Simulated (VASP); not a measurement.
# Cd (P6_3/mmc) in VASP: notebook, part 2 of 2

VASP 6.6.1.

## Step 3: Single point, r2SCAN

This run uses another cell than the first one, of 22.09 Å³/atom.

POSCAR

```
Cd
1.0
    2.9604450393      0.0000000000      0.0000000000
   -1.4802225196      2.5638206105      0.0000000000
    0.0000000000      0.0000000000     11.6433581743
Cd
4
Direct
    0.0000000000      0.0000000000      0.0000000000
    0.3333333333      0.6666666667      0.2500000000
    0.0000000000      0.0000000000      0.5000000000
    0.6666666667      0.3333333333      0.7500000000
```

INCAR.step1

```
PREC = Accurate
ENCUT = 520
ISMEAR = 0
SIGMA = 0.1
LREAL = F
LASPH = T
NELM = 100
NBANDS = 32
GGA = PE
ALGO = Normal
EDIFF = 1E-4
LWAVE = T
LCHARG = F
```

INCAR.step2

```
PREC = Accurate
ENCUT = 520
EDIFF = 1E-7
ISMEAR = 0
SIGMA = 0.1
LREAL = F
LASPH = T
NELM = 100
ALGO = Normal
ISIF = 2
LWAVE = F
LCHARG = F
METAGGA = R2SCAN
LMIXTAU = T
NBANDS = 32
ISTART = 1
```

KPOINTS

```
Automatic mesh
0
Gamma
  15 15 4
```

Potentials or basis: VASP PAW PBE potentials, release 64 (Cd).

Started as:

```sh
> cat potpaw_PBE.64/Cd/POTCAR > POTCAR
> cp INCAR.step1 INCAR
> mpirun -np 1 vasp_std > vasp.out
> cp INCAR.step2 INCAR
> mpirun -np 1 vasp_std > vasp.out
```

OUTCAR:

```text
PREC = Accurate
   ENCUT = 520
   EDIFF = 1E-7
   ISMEAR = 0
   LREAL = F
   LASPH = T
   NELM = 100
   ISIF = 2
   METAGGA = R2SCAN
   ISTART = 1

 ion  position               nearest neighbor table
   1  0.000  0.000  0.000-   2 3.38   4 3.38   2 3.38   4 3.38   4 3.38   2 3.38
   2  0.333  0.667  0.250-   1 3.38   3 3.38   1 3.38   3 3.38   1 3.38   3 3.38
   3  0.000  0.000  0.500-   2 3.38   4 3.38   2 3.38   4 3.38   4 3.38   2 3.38
   4  0.667  0.333  0.750-   1 3.38   3 3.38   1 3.38   3 3.38   1 3.38   3 3.38

  LATTYP: Found a hexagonal cell.
 ALAT       =     2.9604450393
 C/A-ratio  =     3.9329756235

  Lattice vectors:

 A1 = (   2.9604450393,   0.0000000000,   0.0000000000)
 A2 = (  -1.4802225196,   2.5638206105,   0.0000000000)
 A3 = (   0.0000000000,   0.0000000000,  11.6433581743)

Analysis of symmetry for initial positions (statically):
=====================================================================
 Subroutine PRICEL returns:
 Original cell was already a primitive cell.

 Routine SETGRP: Setting up the symmetry group for a
 hexagonal supercell.

 Subroutine GETGRP returns: Found 24 space group operations
 (whereof 12 operations were pure point group operations)
 out of a pool of 24 trial point group operations.

The static configuration has the point symmetry D_3d.
 The point group associated with its full space group is D_6h.

Analysis of symmetry for dynamics (positions and initial velocities):
=====================================================================
 Subroutine PRICEL returns:
 Original cell was already a primitive cell.

 Routine SETGRP: Setting up the symmetry group for a
 hexagonal supercell.

 Subroutine GETGRP returns: Found 24 space group operations
 (whereof 12 operations were pure point group operations)
[... 116 lines left out ...]
   TEBEG  =    0.0;   TEEND  =   0.0 temperature during run
   PSTRESS=    0.0 pullay stress
   NELECT =      48.0000    total number of electrons
   NUPDOWN=      -1.0000    fix difference up-down
   EMIN   =  10.00;   EMAX   =-10.00  energy-range for DOS
   EFERMI =   0.00;   METHOD = LEGACY
   ISMEAR =     0;   SIGMA  =   0.10  broadening in eV -4-tet -1-fermi 0-gaus
   EFERMI_NEDOS =   21; number of points for ismear=-14 and -15
   IALGO  =     38    algorithm
   IMIX   =      4    mixing-type and parameters
     AMIX     =   0.40;   BMIX     =  1.00
     AMIX_MAG =   1.60;   BMIX_MAG =  1.00
  volume/ion in A,a.u.               =      22.09       149.09
  Fermi-wavevector in a.u.,A,eV,Ry     =   1.335716  2.524138 24.274678  1.784138
  Thomas-Fermi vector in A             =   2.464399
   LORBIT       =      0    0 simple, 1 ext, 2 COOP (PROOUT), +10 PAW based schemes
   METAGGA = R2SCAN    functional components
   LHFCALC =     F    Hartree Fock is set to
   AEXX    =    0.0000 exact exchange contribution
   IVDW    =     0    specifies the selected vdW correction
   LEPSILON=     F    determine dielectric tensor
   LRPA    =     F    only Hartree local field effects (RPA)
 non-spin polarized calculation
 Gauss-broadening in eV      SIGMA  =   0.10
  energy-cutoff  :      520.00
  volume of cell :       88.37
 maximum number of plane-waves:      2432
 NGX is ok and might be reduce to    24
   NGX = 11   NGY = 11   NGZ = 43

 number of electron      47.9999998 magnetization

 Free energy of the ion-electron system (eV)
  ---------------------------------------------------
  ext. energy  EPLUGINS =         0.00000000
  ---------------------------------------------------
  free energy    TOTEN  =       -80.38484830 eV

  energy without entropy =      -80.37972846  energy(sigma->0) =      -80.38228838

 E-fermi :   2.7466     XC(G=0): -11.6492

 val. band max:        2.7351623959   @ k =   0.3333   0.2667   0.0000
 cond. band min:       2.7618374683   @ k =   0.2667   0.2000   0.0000
 fundamental gap:      0.0266750724
 Fermi energy:         2.7466386576

 k-point     1 :       0.0000    0.0000    0.0000
  band No.  band energies     occupation
      1      -7.5799      2.00000
      2      -7.4783      2.00000
      3      -7.4726      2.00000
      4      -7.3692      2.00000
      5      -6.8997      2.00000
      6      -6.8997      2.00000
[... 829 lines left out ...]
     31       7.8758      0.00000
     32       8.3045      0.00000

 [... further k-points ...]
[... 5 lines left out ...]
  --------------------------------------------------------------------------------------
  -------------------------------------------------------------------------------------
  Total        0.2385442      0.2385442      0.1027608      0.0000000     -0.0000000      0.0000000
  in kB        4.3247057      4.3247057      1.8630091      0.0000000     -0.0000000      0.0000000
  external PRESSURE =       3.5041402 kB  Pullay stress =       0.0000000 kB

 VOLUME and BASIS-vectors are now :
 -----------------------------------------------------------------------------
  energy-cutoff  :      520.00
  volume of cell :       88.37
      direct lattice vectors                 reciprocal lattice vectors
     2.960445039  0.000000000  0.000000000     0.337787051  0.195021445  0.000000000
    -1.480222520  2.563820611  0.000000000     0.000000000  0.390042890  0.000000000
     0.000000000  0.000000000 11.643358174     0.000000000  0.000000000  0.085885875

 POSITION                                       TOTAL-FORCE (eV/Angst)
 -----------------------------------------------------------------------------------
      0.00000      0.00000      0.00000        -0.000000      0.000000      0.000000
     -0.00000      1.70921      2.91084        -0.000000      0.000000      0.000000
      0.00000      0.00000      5.82168        -0.000000      0.000000      0.000000
      1.48022      0.85461      8.73252         0.000000      0.000000     -0.000000
 -----------------------------------------------------------------------------------
    total drift:                               -0.000000      0.000000     -0.000000

  FREE ENERGIE OF THE ION-ELECTRON SYSTEM (eV)
  ---------------------------------------------------
  free  energy   TOTEN  =       -80.3848483037 eV

  energy  without entropy=      -80.3797284554  energy(sigma->0) =      -80.38228838
```

OUTCAR.step1:

```text
PREC = Accurate
   ENCUT = 520
   ISMEAR = 0
   LREAL = F
[... 1072 lines left out ...]
      0.00000      0.00000      0.00000        -0.000000     -0.000000      0.000000
     -0.00000      1.70921      2.91084         0.000000     -0.000000     -0.000000
      0.00000      0.00000      5.82168        -0.000000     -0.000000      0.000000
      1.48022      0.85461      8.73252         0.000000      0.000000      0.000000
 -----------------------------------------------------------------------------------
    total drift:                               -0.000000      0.000000     -0.000000

  FREE ENERGIE OF THE ION-ELECTRON SYSTEM (eV)
  ---------------------------------------------------
  free  energy   TOTEN  =        -2.9380981566 eV

  energy  without entropy=       -2.9321217036  energy(sigma->0) =       -2.93510993
```

OSZICAR.step1:

```text
N       E                     dE             d eps       ncg     rms          rms(c)
DAV:   1     0.394189672130E+03    0.39419E+03   -0.25685E+04  5216   0.151E+03
DAV:   2     0.771895525682E+01   -0.38647E+03   -0.36781E+03  5288   0.405E+02
DAV:   3    -0.310809871618E+01   -0.10827E+02   -0.10771E+02  6120   0.787E+01
DAV:   4    -0.313763123574E+01   -0.29533E-01   -0.29519E-01  5504   0.368E+00
DAV:   5    -0.313771874066E+01   -0.87505E-04   -0.87504E-04  6216   0.186E-01    0.614E+00
DAV:   6    -0.294570767635E+01    0.19201E+00   -0.55443E-01  5712   0.693E+00    0.490E+00
DAV:   7    -0.293738329380E+01    0.83244E-02   -0.69137E-02  5824   0.194E+00    0.220E+00
DAV:   8    -0.293802942922E+01   -0.64614E-03   -0.80655E-03  5568   0.920E-01    0.148E-01
DAV:   9    -0.293809815663E+01   -0.68727E-04   -0.68324E-05  3824   0.781E-02
   1 F= -.29380982E+01 E0= -.29351099E+01  d E =-.597645E-02
```

Wall time 10 min (1 thread of Intel Xeon Platinum 8488C (Sapphire Rapids), shared host); peak memory 0.33 GiB.

What came out:

| Quantity | Value |
| --- | --- |
| Free energy | -80.3848 eV |
| Pressure | 0.4 GPa |
| Band gap on the k mesh | zero (bands 24 and 25 overlap by 4.39 eV) |

Stress tensor (GPa, compression positive):
```
0.43 0.00 0.00
0.00 0.43 0.00
0.00 0.00 0.19
```

Levels at points of the mesh, in eV from the Fermi level:
| k point | band 20 | band 21 | band 22 | band 23 | band 24 | band 25 | band 26 | band 27 | band 28 | band 29 |
| --- | --- | --- | --- | --- | --- | --- | --- | --- | --- | --- |
| (0.00, 0.00, 0.00) | -8.87 | -8.87 | -7.55 | -7.54 | -3.63 | -3.07 | 3.19 | 3.19 | 9.78 | 14.30 |
| (0.00, 0.00, 0.50) | -8.90 | -8.62 | -8.62 | -5.78 | -5.78 | -0.32 | -0.32 | 7.04 | 7.04 | 15.48 |

Caveat: the PAW data sets were made with another functional, which shifts forces and pressure a little.

The gap in the log of VASP goes by the Fermi energy; the results here count the filled bands.